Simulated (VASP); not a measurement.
**SiC (lda): relaxation of cell and atoms with LDA**

SiC (lda):

```
CELL_PARAMETERS angstrom
0.00000 2.18000 2.18000
2.18000 0.00000 2.18000
2.18000 2.18000 0.00000
ATOMIC_POSITIONS crystal
Si 0.00000 0.00000 0.00000
C 0.25000 0.25000 0.25000
```

```json
{
  "Program": "VASP 6.6.1",
  "Task": "relaxation of cell and atoms",
  "Functional": "LDA",
  "Potentials or basis": "VASP PAW LDA potentials, release 64 (Si, C)",
  "Cutoff": "600 eV",
  "k mesh": "10 × 10 × 10",
  "Occupations": "gaussian, width 0.02 eV",
  "Spin": "no spin polarisation",
  "Dipole correction": "no",
  "Further INCAR settings": "ALGO = Normal; EDIFF = 1e-07; IBRION = 2; EDIFFG = -0.002; NSW = 100; ISIF = 3"
}
```

```
Relaxed volume                         : 10.15 Å³/atom
Relaxed cell                           : a = 3.062 Å, b = 3.062 Å, c = 3.062 Å, α = 60.00°, β = 60.00°, γ = 60.00°
Space group after relaxing (to 0.05 Å) : F-43m (No. 216)
Energy gained by relaxing              : 3.0 meV/atom
Ionic steps                            : 3
Pressure after relaxing                : 0.0 GPa
Band gap on the k mesh                 : 1.29 eV, indirect (least direct gap 4.52 eV)
```

Step by step:
```csv
step,energy change (eV),largest force (eV/Å),pressure (GPa),volume (Å³)
1,0.0000,0.0000,-4.48,20.72
2,0.0010,0.0000,5.20,19.86
3,-0.0059,0.0000,-0.02,20.30
```

Final structure:
```xyz
2
Lattice="0.0000 2.1653 2.1653 2.1653 0.0000 2.1653 2.1653 2.1653 0.0000" Properties=species:S:1:pos:R:3 pbc="T T T"
Si    0.0000    0.0000    0.0000
C     1.0826    1.0826    1.0826
```

Levels at points of the mesh, in eV from the valence-band top:
| k point | band 1 | band 2 | band 3 | band 4 | band 5 | band 6 | band 7 | band 8 |
| --- | --- | --- | --- | --- | --- | --- | --- | --- |
| (0.00, 0.00, 0.00) | -15.46 | 0.00 | 0.00 | 0.00 | 6.52 | 7.32 | 7.32 | 7.32 |
| (0.50, 0.00, 0.00) | -11.77 | -8.66 | -1.06 | -1.06 | 5.56 | 7.21 | 7.21 | 10.02 |
| (0.50, 0.50, 0.00) | -10.27 | -7.87 | -3.23 | -3.23 | 1.29 | 4.26 | 14.05 | 14.05 |

It took 27 s on 1 thread of Intel Xeon 8259CL (shared host), peak memory 0.14 GiB.

A k mesh can miss the band edges. LDA gaps usually lie below the measured ones, often by a third to a half.
